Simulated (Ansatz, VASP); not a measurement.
## Bi2Te3: VASP beside Ansatz

Contents of INCAR:

```
PREC = Accurate ; ENCUT = 520
EDIFF = 1E-8 ; ISMEAR = -1
SIGMA = 0.08 ; LREAL = F
LASPH = T ; NELM = 100
ALGO = Normal ; ISIF = 2
LWAVE = F ; LCHARG = F
GGA = PE ; LEFG = T
NBANDS = 32
```

KPOINTS

```
regular mesh
0
Gamma
  7 7 7
```

The input POSCAR:

```
Bi2Te3
1.0
    2.1482328834      1.2402828335      9.9581491178
   -2.1482328834      1.2402828335      9.9581491178
    0.0000000000     -2.4805656670      9.9581491178
Bi Te
2 3
Direct
    0.4000000000      0.4000000000      0.4000000000
    0.6000000000      0.6000000000      0.6000000000
    0.0000000000      0.0000000000      0.0000000000
    0.2095000000      0.2095000000      0.2095000000
    0.7905000000      0.7905000000      0.7905000000
```

Input for Ansatz:

```yaml
crystal:
  lattice:
    - [2.1482328834, 1.2402828335, 9.9581491178]
    - [-2.1482328834, 1.2402828335, 9.9581491178]
    - [0.0, -2.480565667, 9.9581491178]
  atoms:
    - { symbol: Bi, position: [0.4, 0.4, 0.4] }
    - { symbol: Bi, position: [0.6, 0.6, 0.6] }
    - { symbol: Te, position: [0.0, 0.0, 0.0] }
    - { symbol: Te, position: [0.2095, 0.2095, 0.2095] }
    - { symbol: Te, position: [0.7905, 0.7905, 0.7905] }
kpoints:
  mp_grid: { grid: [7, 7, 7] }
scf:
  occupations: { method: fermi_dirac, width: 0.08 }
hamiltonian:
  xc: pbe
  pseudopotentials: { kind: all_electron, datasets: crystal }
output:
  forces: true
  stress: true
  eigenvalues: true
  efg: { contact_densities: true }
```

Change from the starting cell: volume scaled by 0.94, crystal datasets.

Alike in both runs: task electric field gradients; functional PBE; k mesh 7 × 7 × 7; occupations fermi-dirac, width 0.08 eV; no spin polarisation.

|  | VASP | Ansatz |
| --- | --- | --- |
| version | VASP 6.6.1 | Ansatz 0.2.0 |
| potentials or method | VASP PAW PBE potentials, release 64 (Bi_d, Te), cutoff 520 eV | all-electron PAW with datasets made for the crystal, scalar-relativistic |

|  | VASP | Ansatz | Ansatz less VASP |
| --- | --- | --- | --- |
| pressure (GPa) | 5.8 | 5.8 | +0.03 |
| rms of the force components (eV/Å) | 0.152 | 0.146 | -0.0065 |
| size of Vzz on the site where it differs most (V/Å²) | 93.9 | 98.5 | +4.61 |

Atom by atom the forces differ by 0.007 eV/Å (rms over components). Ansatz ran all-electron here, and VASP with PAW potentials.

Spin-orbit coupling is off throughout.
